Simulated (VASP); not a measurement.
Here is a VASP 6.6.1 calculation.

The input INCAR:

```
SYSTEM = TaW3O4
PREC = Accurate ; ENCUT = 520
EDIFF = 1E-6 ; ISMEAR = 0
SIGMA = 0.1 ; LREAL = .FALSE.
LASPH = .TRUE. ; NELM = 150
ALGO = Normal ; ISIF = 2
LWAVE = .FALSE. ; LCHARG = .FALSE.
ISPIN = 2 ; MAGMOM = 1 0 0 0 0 0 0 0
LORBIT = 11 ; LMAXMIX = 4
GGA = PE ; NBANDS = 52
```

The input KPOINTS:

```
Automatic mesh
0
G
  4 4 4
  0 0 0
```

Contents of POSCAR:

```
TaW3O4
1.0
   -2.7806082900      2.7806082900      2.7806082900
    2.7806082900     -2.7806082900      2.7806082900
    2.7806082900      2.7806082900     -2.7806082900
Ta W O
1 3 4
Direct
    0.0000000000      0.0000000000      0.0000000000
    0.5000000000      0.5000000000      0.0000000000
    0.5000000000      0.0000000000      0.5000000000
    0.0000000000      0.5000000000      0.5000000000
    0.5000000000      0.5000000000      0.5000000000
    0.0000000000      0.0000000000      0.5000000000
    0.0000000000      0.5000000000      0.0000000000
    0.5000000000      0.0000000000      0.0000000000
```

Potentials or basis: VASP PAW PBE potentials, release 64 (Ta_pv, W_sv, O).

Launch:

```console
$ cat potpaw_PBE.64/Ta_pv/POTCAR potpaw_PBE.64/W_sv/POTCAR potpaw_PBE.64/O/POTCAR > POTCAR
$ mpirun -np 1 vasp_std > vasp.out
```

Question: What does it give for the pressure?

Answer: 14.1 GPa.

Question: Estimate the net moment.

Answer: 0.00 μB per cell.

Caveat: the k points lie up to 0.40 Å⁻¹ apart.
